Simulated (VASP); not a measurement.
Here is a VASP 6.6.1 calculation.

Contents of INCAR:

```
SYSTEM = Ta
ALGO = Normal
DIPOL = 0.5 0.5 0.263
EDIFF = 1E-7
ENCUT = 520
GGA = PE
IDIPOL = 3
ISIF = 2
ISMEAR = -1
LASPH = .TRUE.
LCHARG = .FALSE.
LDIPOL = .TRUE.
LREAL = .FALSE.
LWAVE = .FALSE.
NBANDS = 18
NELM = 60
PREC = Accurate
SIGMA = 0.05
```

KPOINTS

```
k-points
0
G
  10 10 1
  0 0 0
```

Contents of POSCAR:

```
Ta
1.0
    2.7189800000      0.0000000000      0.0000000000
    0.0000000000      2.7189800000      0.0000000000
    0.0000000000      0.0000000000     28.4866400000
Ta
2
Direct
    1.0000000000      0.5000000000      0.3026400000
    0.5000000000      0.0000000000      0.2239200000
```

Potentials or basis: VASP PAW PBE potentials, release 64 (Ta_pv).

Run with:

```sh
$ cat potpaw_PBE.64/Ta_pv/POTCAR > POTCAR
$ mpirun -np 1 vasp_std > vasp.out
```

(1) What does it give for the largest force?

(2) What does it give for the band gap on the k mesh?

Answers

(1) 0.068 eV/Å.

(2) zero (band 11 reaches -1.16 eV, above the bottom of band 12 at -3.21 eV).

Caveat: spin-orbit coupling is left out, which moves the levels of the heavy elements.
